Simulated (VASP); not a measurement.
# BaS in VASP: a series of runs, part 2 of 2

VASP 6.6.1. The steps go on from the part before.

### 3 Single point, HSE06 (epitaxial xy strain -2.9%)

File POSCAR:

```
BaS
1.0
    3.7241127791      0.0000000000      0.0000000000
    0.0000000000      3.7241127791      0.0000000000
    0.0000000000      0.0000000000      3.8603975376
Ba S
1 1
Direct
    0.0000000000      0.0000000000      0.0000000000
    0.5000000000      0.5000000000      0.5000000000
```

File INCAR.step1:

```
SYSTEM = BaS
  ALGO = Normal
  EDIFF = 1E-5
  ENCUT = 520
  GGA = PE
  ISIF = 2
  ISMEAR = 0
  LASPH = .TRUE.
  LCHARG = .FALSE.
  LREAL = .FALSE.
  LWAVE = .TRUE.
  NBANDS = 15
  NELM = 80
  PREC = Accurate
  SIGMA = 0.01
```

File INCAR.step2:

```
SYSTEM = BaS
  ALGO = Normal
  EDIFF = 1E-6
  ENCUT = 520
  GGA = PE
  HFSCREEN = 0.2079
  ISIF = 2
  ISMEAR = 0
  ISTART = 1
  LASPH = .TRUE.
  LCHARG = .FALSE.
  LHFCALC = .TRUE.
  LREAL = .FALSE.
  LWAVE = .FALSE.
  NBANDS = 15
  NELM = 80
  PREC = Accurate
  PRECFOCK = Normal
  SIGMA = 0.01
```

File KPOINTS:

```
k-points
0
G
  4 4 4
  0 0 0
```

Potentials or basis: VASP PAW PBE potentials, release 64 (Ba_sv, S).

Command:

```sh
> cat potpaw_PBE.64/Ba_sv/POTCAR potpaw_PBE.64/S/POTCAR > POTCAR
> cp INCAR.step1 INCAR
> mpirun -np 1 vasp_std > vasp.out
> cp INCAR.step2 INCAR
> mpirun -np 1 vasp_std > vasp.out
```

OUTCAR:

```text
SYSTEM = BaS
   EDIFF = 1E-6
   ENCUT = 520
   GGA = PE
   HFSCREEN = 0.2079
   ISIF = 2
   ISMEAR = 0
   ISTART = 1
   LASPH = .TRUE.
   LHFCALC = .TRUE.
   LREAL = .FALSE.
   NELM = 80
   PREC = Accurate
   PRECFOCK = Normal

 ion  position               nearest neighbor table
   1  0.000  0.000  0.000-   2 3.26   2 3.26   2 3.26   2 3.26   2 3.26   2 3.26   2 3.26   2 3.26

   2  0.500  0.500  0.500-   1 3.26   1 3.26   1 3.26   1 3.26   1 3.26   1 3.26   1 3.26   1 3.26

  LATTYP: Found a simple tetragonal cell.
 ALAT       =     3.7241127791
 C/A-ratio  =     1.0365952286

  Lattice vectors:

 A1 = (   3.7241127791,   0.0000000000,   0.0000000000)
 A2 = (   0.0000000000,   3.7241127791,   0.0000000000)
 A3 = (   0.0000000000,   0.0000000000,   3.8603975376)

Analysis of symmetry for initial positions (statically):
=====================================================================
 Subroutine PRICEL returns:
 Original cell was already a primitive cell.

 Routine SETGRP: Setting up the symmetry group for a
 simple tetragonal supercell.

[... 180 lines left out ...]
      4      -9.7604      2.00000
      5      -9.5746      2.00000
      6       2.5070      2.00000
      7       2.7732      2.00000
      8       2.7732      2.00000
      9       4.9817      0.00000
     10       5.0359      0.00000
     11       8.0962      0.00000
     12      10.6011      0.00000
     13      10.6011      0.00000
     14      10.9715      0.00000
[... 293 lines left out ...]
      2     -10.6215      2.00000
      3     -10.6215      2.00000
      4     -10.3875      2.00000
      5      -8.5939      2.00000
      6      -0.4691      2.00000
      7      -0.4631      2.00000
      8      -0.4631      2.00000
      9      11.5430      0.00000
     10      11.7655      0.00000
     11      11.8878      0.00000
     12      11.8878      0.00000
     13      12.1301      0.00000
     14      12.1301      0.00000
     15      13.4849      0.00000

------------------------ aborting loop because EDIFF is reached ----------------------------------------

  FORCE on cell =-STRESS in cart. coord.  units (eV):
  Direction    XX          YY          ZZ          XY          YZ          ZX
  --------------------------------------------------------------------------------------
  -------------------------------------------------------------------------------------
  Total        1.6144834      1.6144834      0.1172057      0.0000000     -0.0000000      0.0000000
  in kB       48.3132774     48.3132774      3.5073693      0.0000000     -0.0000000      0.0000000
  external PRESSURE =      33.3779747 kB  Pullay stress =       0.0000000 kB

 VOLUME and BASIS-vectors are now :
 -----------------------------------------------------------------------------
  energy-cutoff  :      520.00
  volume of cell :       53.54
      direct lattice vectors                 reciprocal lattice vectors
     3.724112779  0.000000000  0.000000000     0.268520332  0.000000000  0.000000000
     0.000000000  3.724112779  0.000000000     0.000000000  0.268520332  0.000000000
     0.000000000  0.000000000  3.860397538     0.000000000  0.000000000  0.259040679

 POSITION                                       TOTAL-FORCE (eV/Angst)
 -----------------------------------------------------------------------------------
      0.00000      0.00000      0.00000         0.000000      0.000000      0.000000
      1.86206      1.86206      1.93020         0.000000      0.000000      0.000000
 -----------------------------------------------------------------------------------
    total drift:                                0.000000     -0.000000      0.000000

  FREE ENERGIE OF THE ION-ELECTRON SYSTEM (eV)
  ---------------------------------------------------
  free  energy   TOTEN  =       -11.0468035177 eV

  energy  without entropy=      -11.0468035177  energy(sigma->0) =      -11.04680352
```

Wall time 8.3 min (1 thread of Intel Xeon Platinum 8488C (Sapphire Rapids), shared host); peak memory 0.28 GiB.

What came out:

| Quantity | Value |
| --- | --- |
| Free energy | -11.0468 eV |
| Pressure | 3.3 GPa |
| Band gap on the k mesh | 2.11 eV, indirect (least direct gap 2.21 eV) |

Levels at points of the mesh, in eV from the valence-band top:
```
           k point  band 6  band 7  band 8  band 9  band 10  band 11
(0.00, 0.00, 0.00)   -0.36   -0.10   -0.10    2.11     2.17     5.23
(0.50, 0.00, 0.00)   -3.41   -1.19   -0.77    3.44     7.28     7.67
(0.50, 0.50, 0.00)   -1.66   -1.66   -0.27    3.19     3.98     5.02
(0.00, 0.00, 0.50)   -3.39   -0.84   -0.84    3.25     7.17     7.43
(0.50, 0.00, 0.50)   -1.67   -1.55    0.00    3.02     4.50     5.33
(0.50, 0.50, 0.50)   -3.34   -3.33   -3.33    8.67     8.89     9.02
```

Caveat: the k points lie up to 0.42 Å⁻¹ apart; the cell differs from its parent crystal (epitaxial xy strain -2.9%); the PAW data sets were made with another functional, which shifts forces and pressure a little; spin-orbit coupling is left out, which moves the levels of the heavy elements.

### 4 Single point, HSE06 (uniaxial z strain +1.5%)

File POSCAR:

```
BaS
1.0
    3.8337582655      0.0000000000      0.0000000000
    0.0000000000      3.8337582655      0.0000000000
    0.0000000000      0.0000000000      3.8904978878
Ba S
1 1
Direct
    0.0000000000      0.0000000000      0.0000000000
    0.5000000000      0.5000000000      0.5000000000
```

File INCAR.step1:

```
  PREC = Accurate
  ENCUT = 520
  EDIFF = 1E-5
  ISMEAR = 0
  SIGMA = 0.01
  LREAL = F
  LASPH = T
  NELM = 100
  ALGO = Normal
  ISIF = 2
  LWAVE = T
  NBANDS = 15
  GGA = PE
```

File INCAR.step2:

```
  PREC = Accurate
  ENCUT = 520
  EDIFF = 1E-6
  ISMEAR = 0
  SIGMA = 0.01
  LREAL = F
  LASPH = T
  NELM = 100
  ALGO = Normal
  ISIF = 2
  LWAVE = F
  LCHARG = T
  GGA = PE
  LHFCALC = T
  HFSCREEN = 0.2079
  PRECFOCK = Normal
  LELF = T
  LVHAR = T
  NBANDS = 15
  ISTART = 1
```

File KPOINTS:

```
regular mesh
0
Gamma
  4 4 4
```

Command:

```sh
> cat potpaw_PBE.64/Ba_sv/POTCAR potpaw_PBE.64/S/POTCAR > POTCAR
> cp INCAR.step1 INCAR
> mpirun -np 1 vasp_std > vasp.out
> cp INCAR.step2 INCAR
> mpirun -np 1 vasp_std > vasp.out
```

Run time: 6.7 min. Hardware: 1 thread of Intel Xeon Platinum 8488C (Sapphire Rapids), shared host; peak memory 0.28 GiB.

It converged, with:

```yaml
Free_energy: -11.0952 eV
Pressure: -0.3 GPa
Band_gap_on_the_k_mesh: 2.31 eV, indirect (least direct gap 2.45 eV)
```

Stress tensor (GPa, compression positive):
```
 0.32  0.00  0.00
 0.00  0.32  0.00
 0.00  0.00 -1.41
```

Levels at points of the mesh, in eV from the valence-band top:
```tsv
k point	band 4	band 5	band 6	band 7	band 8	band 9	band 10	band 11	band 12	band 13
(0.00, 0.00, 0.00)	-12.78	-12.22	-0.24	-0.14	-0.14	2.31	2.33	4.71	7.59	7.59
(0.50, 0.00, 0.00)	-12.65	-10.81	-3.15	-0.89	-0.73	3.47	7.22	7.42	8.07	8.10
(0.50, 0.50, 0.00)	-12.58	-11.74	-1.56	-1.56	-0.10	3.14	4.12	5.19	5.19	10.15
(0.00, 0.00, 0.50)	-12.66	-10.79	-3.15	-0.75	-0.75	3.40	7.04	7.48	8.19	8.24
(0.50, 0.00, 0.50)	-12.56	-11.77	-1.57	-1.53	0.00	3.07	4.32	5.31	5.41	9.99
(0.50, 0.50, 0.50)	-13.36	-11.35	-3.00	-2.99	-2.99	8.39	8.52	8.52	8.64	8.77
```

Caveat: the cell differs from its parent crystal (uniaxial z strain +1.5%); the PAW data sets were made with another functional, which shifts forces and pressure a little; spin-orbit coupling is left out, which moves the levels of the heavy elements. A k mesh can miss the band edges.

### 5 Overview

```csv
cell,gap on the mesh (eV),pressure (GPa)
"a = 3.821 Å, 2 atoms",2.32,1.0
"a = 3.724, b = 3.724, c = 3.860 Å, 2 atoms",2.11,3.3
"a = 3.834, b = 3.834, c = 3.890 Å, 2 atoms",2.31,-0.3
```

Alike in all rows: task single point; level HSE06; potentials or basis VASP PAW PBE potentials, release 64 (Ba_sv, S); no spin polarisation; k mesh 4 × 4 × 4; cutoff (eV) 520; smearing gaussian 0.01 eV.

Caveats: some runs use coarse meshes; the PAW data sets were made with another functional, which shifts forces and pressure a little; spin-orbit coupling is left out, which moves the levels of the heavy elements.

Absolute energies hang on the potentials; compare differences alone.
